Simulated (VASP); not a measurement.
# MgPt2O3 (P-3m1) in VASP: further runs, part 2 of 3

VASP 6.6.1. Earlier steps stand in the parts before.

**3. Relaxation of cell and atoms, PBEsol**

This run uses another cell than the first one, of 9.73 Å³/atom.

The input, INCAR:

```
SYSTEM = MgPt2O3
ALGO = Normal
EDIFF = 1E-7
EDIFFG = -0.01
ENCUT = 600
GGA = PS
GGA_COMPAT = .False.
IBRION = 2
ISIF = 3
ISMEAR = -1
LASPH = .True.
LCHARG = .False.
LREAL = .False.
LWAVE = .False.
NELM = 120
NELMIN = 4
NSW = 100
PREC = Accurate
SIGMA = 0.03
```

The input, KPOINTS:

```
k-points
0
Gamma
  9 9 4
  0 0 0
```

The input, POSCAR:

```
MgPt2O3
1.0
    3.0201349800      0.0000000000      0.0000000000
   -1.5100674900      2.6155136100      0.0000000000
    0.0000000000      0.0000000000      7.3925901800
Mg Pt O
1 2 3
Direct
    0.0000000000      0.0000000000      0.0000000000
    0.3333333300      0.6666666700      0.6559942900
    0.6666666700      0.3333333300      0.3440057100
    0.3333333300      0.6666666700      0.1659022100
    0.6666666700      0.3333333300      0.8340977900
    0.0000000000      0.0000000000      0.5000000000
```

Potentials or basis: VASP PAW PBE potentials, release 64 (Mg, Pt, O).

The run is started by

```
$ cat potpaw_PBE.64/Mg/POTCAR potpaw_PBE.64/Pt/POTCAR potpaw_PBE.64/O/POTCAR > POTCAR
$ mpirun -np 1 vasp_std > vasp.out
```

Run time: 32 min. Hardware: 1 thread of Intel Xeon 8259CL, shared host; peak memory 0.25 GiB.

Results (log left out):

- Free energy: -34.1415 eV
- Relaxed volume: 10.92 Å³/atom
- Relaxed cell: a = 3.030 Å, b = 3.030 Å, c = 8.240 Å, α = 90.00°, β = 90.00°, γ = 120.00°
- Space group after relaxing (to 0.1 Å): P-3m1 (No. 164)
- Energy gained by relaxing: 287.4 meV/atom
- Ionic steps: 25
- Pressure after relaxing: 0.0 GPa
- Largest force after relaxing: 0.005 eV/Å
- Band gap on the k mesh: zero (bands 20 and 21 overlap by 0.95 eV)

Forces in eV/Å, atoms in the order of the input:
```
Mg   0.000  0.000  0.000
Pt   0.000  0.000  0.005
Pt   0.000  0.000 -0.005
O    0.000  0.000 -0.004
O    0.000  0.000  0.004
O    0.000  0.000  0.000
```

Stress tensor (GPa, compression positive):
```
-0.05  0.00  0.00
 0.00 -0.05  0.00
 0.00  0.00  0.05
```

The path:
```
step  energy change (eV)  largest force (eV/Å)  pressure (GPa)  volume (Å³)
   1              0.0000                2.7144           44.78        58.40
   2              0.2413                0.1703          -27.00        84.52
   3             -1.4605                0.7046           -4.20        69.05
   4             -1.4645                0.7527           -2.78        68.54
   5             -1.4647                0.7735           -2.17        68.33
   6             -1.5678                0.6126           -0.76        67.36
   7             -1.6345                0.1827            3.21        65.32
   8             -1.6387                0.2805            2.32        65.72
   9             -1.6436                0.0677           -2.62        67.20
  10             -1.6493                0.0980           -0.60        66.57
  11             -1.6558                0.0372           -0.39        66.44
  12             -1.6686                0.1809            0.24        66.05
  13             -1.6475                0.7601            1.88        65.21
  14             -1.6694                0.2894            0.48        65.90
  15             -1.6728                0.2927            0.42        65.89
  16             -1.6826                0.3051            0.28        65.86
  17             -1.6982                0.3464           -0.01        65.77
  18             -1.7021                0.4832           -0.44        65.47
  19             -1.7057                0.4184           -0.29        65.63
  20             -1.7159                0.2413            0.06        65.50
  21             -1.7209                0.1800            0.56        65.34
  22             -1.7234                0.0984           -0.20        65.59
  23             -1.7236                0.0618           -0.54        65.70
  24             -1.7241                0.0205            0.11        65.50
  25             -1.7241                0.0048           -0.01        65.54
```

Final structure:
```
CELL_PARAMETERS angstrom
3.03049 0.00000 0.00000
-1.51525 2.62448 0.00000
0.00000 0.00000 8.24005
ATOMIC_POSITIONS crystal
Mg 0.00000 0.00000 0.00000
Pt 0.33333 0.66667 0.67883
Pt 0.66667 0.33333 0.32117
O 0.33333 0.66667 0.13522
O 0.66667 0.33333 0.86478
O 0.00000 0.00000 0.50000
```

Levels at points of the mesh, in eV from the Fermi level:
| k point | band 17 | band 18 | band 19 | band 20 | band 21 | band 22 | band 23 | band 24 |
| --- | --- | --- | --- | --- | --- | --- | --- | --- |
| (0.00, 0.00, 0.00) | -1.86 | -1.86 | -0.92 | -0.92 | -0.44 | 0.67 | 0.67 | 3.03 |
| (0.00, 0.00, 0.50) | -1.89 | -1.89 | -0.73 | -0.73 | 0.58 | 0.58 | 0.63 | 1.73 |

Caveat: the PAW data sets were made with another functional, which shifts forces and pressure a little; spin-orbit coupling is left out, which moves the levels of the heavy elements.

**4. Single point, r2SCAN+rVV10**

This run uses another cell than the first one, of 10.99 Å³/atom.

The input, POSCAR:

```
MgPt2O3
1.0
    3.0569341048      0.0000000000      0.0000000000
   -1.5284670524      2.6473825924      0.0000000000
    0.0000000000      0.0000000000      8.1478684731
Mg Pt O
1 2 3
Direct
    0.0000000000      0.0000000000      0.0000000000
    0.3333333333      0.6666666667      0.6779405203
    0.6666666667      0.3333333333      0.3220594797
    0.3333333333      0.6666666667      0.1356223659
    0.6666666667      0.3333333333      0.8643776341
    0.0000000000      0.0000000000      0.5000000000
```

The input, INCAR.step1:

```
PREC = Accurate
ENCUT = 660
ISMEAR = -1
SIGMA = 0.03
LREAL = False
LASPH = True
NELM = 120
NBANDS = 29
GGA = PE
ALGO = Normal
EDIFF = 1E-5
LWAVE = True
LCHARG = False
GGA_COMPAT = False
```

The input, INCAR.step2:

```
PREC = Accurate
ENCUT = 660
EDIFF = 1E-6
ISMEAR = -1
SIGMA = 0.03
LREAL = False
LASPH = True
NELM = 120
ALGO = Normal
ISIF = 2
LWAVE = False
LCHARG = False
METAGGA = R2SCAN
LMIXTAU = True
LUSE_VDW = True
IVDW_NL = 2
BPARAM = 11.95
CPARAM = 0.0093
NBANDS = 29
ISTART = 1
GGA_COMPAT = False
```

The input, KPOINTS:

```
Automatic mesh
0
Gamma
  12 12 4
```

Potentials or basis: VASP PAW PBE potentials, release 64 (Mg, Pt, O).

The run is started by

```
$ cat potpaw_PBE.64/Mg/POTCAR potpaw_PBE.64/Pt/POTCAR potpaw_PBE.64/O/POTCAR > POTCAR
$ cp INCAR.step1 INCAR
$ mpirun -np 1 vasp_std > vasp.out
$ cp INCAR.step2 INCAR
$ mpirun -np 1 vasp_std > vasp.out
```

OUTCAR:

```text
PREC = Accurate
   ENCUT = 660
   EDIFF = 1E-6
   ISMEAR = -1
   LREAL = False
   LASPH = True
   NELM = 120
   ISIF = 2
   METAGGA = R2SCAN
   IVDW_NL = 2
   BPARAM = 11.95
   ISTART = 1

 ion  position               nearest neighbor table
   1  0.000  0.000  0.000-   4 2.08   5 2.08   4 2.08   5 2.08   5 2.08   4 2.08   2 3.16   3 3.16
                             2 3.16   3 3.16   2 3.16   3 3.16
   2  0.333  0.667  0.678-   6 2.28   6 2.28   6 2.28   5 2.33   5 2.33   5 2.33   1 3.16   1 3.16
                             1 3.16   3 3.39   3 3.39   3 3.39
   3  0.667  0.333  0.322-   6 2.28   6 2.28   6 2.28   4 2.33   4 2.33   4 2.33   1 3.16   1 3.16
                             1 3.16   2 3.39   2 3.39   2 3.39
   4  0.333  0.667  0.136-   1 2.08   1 2.08   1 2.08   3 2.33   3 2.33   3 2.33
   5  0.667  0.333  0.864-   1 2.08   1 2.08   1 2.08   2 2.33   2 2.33   2 2.33
   6  0.000  0.000  0.500-   2 2.28   3 2.28   2 2.28   3 2.28   3 2.28   2 2.28

  LATTYP: Found a hexagonal cell.
 ALAT       =     3.0569341048
 C/A-ratio  =     2.6653726230

  Lattice vectors:

 A1 = (   3.0569341048,   0.0000000000,   0.0000000000)
 A2 = (  -1.5284670524,   2.6473825924,   0.0000000000)
 A3 = (   0.0000000000,   0.0000000000,   8.1478684731)

Analysis of symmetry for initial positions (statically):
=====================================================================
 Subroutine PRICEL returns:
 Original cell was already a primitive cell.

 Routine SETGRP: Setting up the symmetry group for a
 hexagonal supercell.

 Subroutine GETGRP returns: Found 12 space group operations
 (whereof 12 operations were pure point group operations)
 out of a pool of 24 trial point group operations.

The static configuration has the point symmetry D_3d.

Analysis of symmetry for dynamics (positions and initial velocities):
=====================================================================
 Subroutine PRICEL returns:
 Original cell was already a primitive cell.

 Routine SETGRP: Setting up the symmetry group for a
 hexagonal supercell.

 Subroutine GETGRP returns: Found 12 space group operations
 (whereof 12 operations were pure point group operations)
 out of a pool of 24 trial point group operations.

The dynamic configuration has the point symmetry D_3d.

 Subroutine INISYM returns: Found 12 space group operations
 (whereof 12 operations are pure point group operations),
 and found     1 'primitive' translations

----------------------------------------------------------------------------------------

                                     Primitive cell

  volume of cell :      65.9397

  direct lattice vectors                    reciprocal lattice vectors
     3.056934105  0.000000000  0.000000000     0.327125141  0.188865788  0.000000000
    -1.528467052  2.647382592  0.000000000     0.000000000  0.377731576  0.000000000
     0.000000000  0.000000000  8.147868473     0.000000000  0.000000000  0.122731485

  length of vectors
     3.056934105  3.056934105  8.147868473     0.377731576  0.377731576  0.122731485

  position of ions in fractional coordinates (direct lattice)
     0.000000000  0.000000000  0.000000000
     0.333333333  0.666666667  0.677940520
     0.666666667  0.333333333  0.322059480
     0.333333333  0.666666667  0.135622366
     0.666666667  0.333333333  0.864377634
[... 43 lines left out ...]
  0.333333 -0.000000  0.000000      6.000000
  0.416667  0.000000  0.000000      6.000000
[... 16 lines left out ...]
  0.166667  0.000000  0.250000      6.000000
  0.000000  0.166667  0.250000      6.000000
 [... further k-points ...]
   k-points           NKPTS =     69   k-points in BZ     NKDIM =     69   number of bands    NBANDS=     29
   number of dos      NEDOS =    301   number of ions     NIONS =      6
   total plane-waves  NPLWV =  54880
   dimension x,y,z NGX =    28 NGY =   28 NGZ =   70
   dimension x,y,z NGXF=    56 NGYF=   56 NGZF=  140
   ions per type =               1   2   3
   NGX,Y,Z   is equivalent  to a cutoff of  15.23, 15.23, 14.28 a.u.
   NGXF,Y,Z  is equivalent  to a cutoff of  30.45, 30.45, 28.57 a.u.
 SYSTEM =  unknown system
   PREC   = accura    normal or accurate (medium, high low for compatibility)
   ISTART =      1    job   : 0-new  1-cont  2-samecut
   ICHARG =      0    charge: 1-file 2-atom 10-const
   ISPIN  =      1    spin polarized calculation?
   LNONCOLLINEAR =      F non collinear calculations
   LSORBIT =      F    spin-orbit coupling
   LASPH  =      T    aspherical Exc in radial PAW
   ENCUT  =  660.0 eV  48.51 Ry    6.96 a.u.   6.40  6.40 17.07*2*pi/ulx,y,z
   NELM   =    120;   NELMIN=  2; NELMDL=  0     # of ELM steps
   EDIFF  = 0.1E-05   stopping-criterion for ELM
   LREAL  =      F    real-space projection
   EDIFFG = 0.1E-04   stopping-criterion for IOM
   NSW    =      0    number of steps for IOM
   IBRION =     -1    ionic relax: 0-MD 1-quasi-New 2-CG
   NFREE  =      0    steps in history (QN), initial steepest desc. (CG)
   ISIF   =      2    stress and relaxation
   ISYM   =      2    0-nonsym 1-usesym 2-fastsym
   POTIM  = 0.5000    time-step for ionic-motion
   TEBEG  =    0.0;   TEEND  =   0.0 temperature during run
   PSTRESS=    0.0 pullay stress
   NELECT =      40.0000    total number of electrons
   NUPDOWN=      -1.0000    fix difference up-down
   EMIN   =  10.00;   EMAX   =-10.00  energy-range for DOS
   EFERMI =   0.00;   METHOD = LEGACY
   ISMEAR =    -1;   SIGMA  =   0.03  broadening in eV -4-tet -1-fermi 0-gaus
   EFERMI_NEDOS =   21; number of points for ismear=-14 and -15
   IALGO  =     38    algorithm
   IMIX   =      4    mixing-type and parameters
     AMIX     =   0.40;   BMIX     =  1.00
     AMIX_MAG =   1.60;   BMIX_MAG =  1.00
  volume/ion in A,a.u.               =      10.99        74.16
  Fermi-wavevector in a.u.,A,eV,Ry     =   1.385838  2.618855 26.130639  1.920548
  Thomas-Fermi vector in A             =   2.510211
   LORBIT       =      0    0 simple, 1 ext, 2 COOP (PROOUT), +10 PAW based schemes
   METAGGA = R2SCAN    functional components
   LHFCALC =     F    Hartree Fock is set to
   AEXX    =    0.0000 exact exchange contribution
   IVDW_NL    =     2    kernel type
   BPARAM     =11.9500
   IVDW    =     0    specifies the selected vdW correction
   LEPSILON=     F    determine dielectric tensor
   LRPA    =     F    only Hartree local field effects (RPA)
 non-spin polarized calculation
  energy-cutoff  :      660.00
  volume of cell :       65.94
 maximum number of plane-waves:      2565
 NGX is ok and might be reduce to    28
   NGX = 13   NGY = 13   NGZ = 35

 number of electron      40.0000002 magnetization

 Free energy of the ion-electron system (eV)
  ---------------------------------------------------
  ext. energy  EPLUGINS =         0.00000000
  ---------------------------------------------------
  free energy    TOTEN  =      -127.61839517 eV

  energy without entropy =     -127.60829138  energy(sigma->0) =     -127.61334328

 E-fermi :   7.2903     XC(G=0): -12.9578

 val. band max:        7.2722094305   @ k =   0.2500   0.2500   0.2500
 cond. band min:       7.3076744176   @ k =   0.0833   0.0833   0.0000
 fundamental gap:      0.0354649871
 Fermi energy:         7.2903361943

 k-point     1 :       0.0000    0.0000    0.0000
  band No.  band energies     occupation
      1     -13.8387      2.00000
      2     -13.1530      2.00000
      3     -12.4667      2.00000
      4      -0.8851      2.00000
      5       0.2543      2.00000
      6       1.6104      2.00000
[... 757 lines left out ...]
     28      20.0725      0.00000
     29      20.6034      0.00000

 [... further k-points ...]

------------------------ aborting loop because EDIFF is reached ----------------------------------------

  FORCE on cell =-STRESS in cart. coord.  units (eV):
  Direction    XX          YY          ZZ          XY          YZ          ZX
  --------------------------------------------------------------------------------------
  -------------------------------------------------------------------------------------
  Total        0.1655650      0.1655650      0.2439660      0.0000000     -0.0000000      0.0000000
  in kB        4.0228371      4.0228371      5.9277941      0.0000000     -0.0000000      0.0000000
  external PRESSURE =       4.6578227 kB  Pullay stress =       0.0000000 kB

 VOLUME and BASIS-vectors are now :
 -----------------------------------------------------------------------------
  energy-cutoff  :      660.00
  volume of cell :       65.94
      direct lattice vectors                 reciprocal lattice vectors
     3.056934105  0.000000000  0.000000000     0.327125141  0.188865788  0.000000000
    -1.528467052  2.647382592  0.000000000     0.000000000  0.377731576  0.000000000
     0.000000000  0.000000000  8.147868473     0.000000000  0.000000000  0.122731485

 POSITION                                       TOTAL-FORCE (eV/Angst)
 -----------------------------------------------------------------------------------
      0.00000      0.00000      0.00000        -0.000000      0.000000      0.000000
     -0.00000      1.76492      5.52377         0.000000     -0.000000      0.024455
      1.52847      0.88246      2.62410        -0.000000      0.000000     -0.024455
     -0.00000      1.76492      1.10503         0.000000     -0.000000     -0.091988
      1.52847      0.88246      7.04284         0.000000      0.000000      0.091988
      0.00000      0.00000      4.07393        -0.000000      0.000000      0.000000
 -----------------------------------------------------------------------------------
    total drift:                               -0.000000      0.000000      0.000000

  FREE ENERGIE OF THE ION-ELECTRON SYSTEM (eV)
  ---------------------------------------------------
  free  energy   TOTEN  =      -127.6183951704 eV

  energy  without entropy=     -127.6082913836  energy(sigma->0) =     -127.61334328
```

Wall time 22 min (1 thread of Intel Xeon 8259CL, shared host); peak memory 0.56 GiB.

Results:

| Property | Result |
| --- | --- |
| Free energy | -127.6184 eV |
| Pressure | 0.5 GPa |
| Largest force | 0.092 eV/Å |
| Band gap on the k mesh | zero (bands 20 and 21 overlap by 0.80 eV) |

Forces on the atoms (eV/Å):
```
Mg   0.000  0.000  0.000
Pt   0.000  0.000  0.024
Pt   0.000  0.000 -0.024
O    0.000  0.000 -0.092
O    0.000  0.000  0.092
O    0.000  0.000  0.000
```

Stress tensor (GPa, compression positive):
```
0.40 0.00 0.00
0.00 0.40 0.00
0.00 0.00 0.59
```

Levels at points of the mesh, in eV from the Fermi level:
| k point | band 16 | band 17 | band 18 | band 19 | band 20 | band 21 | band 22 | band 23 | band 24 | band 25 |
| --- | --- | --- | --- | --- | --- | --- | --- | --- | --- | --- |
| (0.00, 0.00, 0.00) | -2.27 | -2.08 | -2.08 | -0.94 | -0.94 | -0.24 | 0.75 | 0.75 | 3.42 | 5.12 |
| (0.50, 0.00, 0.00) | -0.82 | -0.75 | -0.44 | -0.28 | -0.07 | 1.04 | 1.10 | 4.92 | 5.47 | 6.41 |
| (0.00, 0.00, 0.50) | -2.27 | -2.11 | -2.11 | -0.76 | -0.76 | 0.67 | 0.67 | 0.84 | 2.11 | 5.71 |
| (0.50, 0.00, 0.50) | -0.79 | -0.71 | -0.51 | -0.44 | -0.36 | 1.18 | 1.56 | 4.80 | 5.23 | 6.37 |

Caveat: the PAW data sets were made with another functional, which shifts forces and pressure a little; spin-orbit coupling is left out, which moves the levels of the heavy elements.

(Continued in part 3 of 3.)
